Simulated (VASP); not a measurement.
# ZnS: vibrations by perturbation theory with LDA

ZnS:

```xyz
2
Lattice="0.0000 2.6484 2.6484 2.6484 0.0000 2.6484 2.6484 2.6484 0.0000" Properties=species:S:1:pos:R:3 pbc="T T T"
Zn    1.3242    1.3242    1.3242
S     0.0000    0.0000    0.0000
```

```
Program                : VASP 6.6.1
Task                   : vibrations by perturbation theory
Functional             : LDA
Potentials or basis    : VASP PAW LDA potentials, release 64 (Zn, S)
Cutoff                 : 500 eV
k mesh                 : 10 × 10 × 10
Occupations            : gaussian, width 0.01 eV
Spin                   : no spin polarisation
Dipole correction      : no
Further INCAR settings : ALGO = Normal; EDIFF = 1e-08; IBRION = 8; NSW = 1
```

```yaml
Electronic_dielectric_tensor_diagonal: 6.15
Born_charges_mean_of_the_diagonal: Zn +1.91; S -1.91 e
Highest_phonon_frequency_at_Γ_LO-TO_splitting_left_out: 293 cm⁻¹
```

Phonon frequencies in cm⁻¹ (negative: imaginary):
| q point | frequencies |
| --- | --- |
| (0.000, 0.000, 0.000) | -1 -1 -1 293 293 293 |

Electronic dielectric tensor:
```
6.15 0.00 0.00
0.00 6.15 0.00
0.00 0.00 6.15
```

Born effective charge tensors (e):
atom 1, Zn
```
1.91 0.00 0.00
0.00 1.91 0.00
0.00 0.00 1.91
```
atom 2, S
```
-1.91  0.00  0.00
 0.00 -1.91  0.00
 0.00  0.00 -1.91
```

Run time: 18 min on 1 thread of AMD EPYC 7R13, on a shared host, peak memory 0.3 GiB.
